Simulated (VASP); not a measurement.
Zn:

```
Zn
1.0
     0.00000    1.96478    1.96478
     1.96478    0.00000    1.96478
     1.96478    1.96478    0.00000
Zn
1
Direct
  0.00000 0.00000 0.00000
```

```yaml
Program: VASP 6.6.1
Task: relaxation of cell and atoms
Functional: PBE
Dispersion: D3(BJ)
Potentials_or_basis: VASP PAW PBE potentials, release 64 (Zn)
Cutoff: 600 eV
k_mesh: 12 × 12 × 12
Occupations: fermi-dirac, width 0.05 eV
Spin: no spin polarisation
```

At the start: pressure -4.3 GPa; volume 15.17 Å³/atom.

Problem. Where does the relaxation end?

Solution. Over 4 steps the energy falls by 13.0 meV/atom and the volume is 14.26 Å³/atom (-6.0 %); space group Fm-3m (No. 225, to 0.05 Å).

Step by step:
| step | energy change (eV) | largest force (eV/Å) | pressure (GPa) | volume (Å³) |
| --- | --- | --- | --- | --- |
| 1 | 0.0000 | 0.0000 | -4.26 | 15.17 |
| 2 | -0.0130 | 0.0000 | -0.37 | 14.30 |
| 3 | -0.0130 | 0.0000 | 0.23 | 14.23 |
| 4 | -0.0130 | 0.0000 | 0.05 | 14.26 |

Final structure:
```
Zn
1.0
     0.00000    1.92461    1.92461
     1.92461    0.00000    1.92461
     1.92461    1.92461    0.00000
Zn
1
Cartesian
  0.0000 0.0000 0.0000
```

Caveat: pairwise dispersion overbinds metals, which lowers pressure and volume.
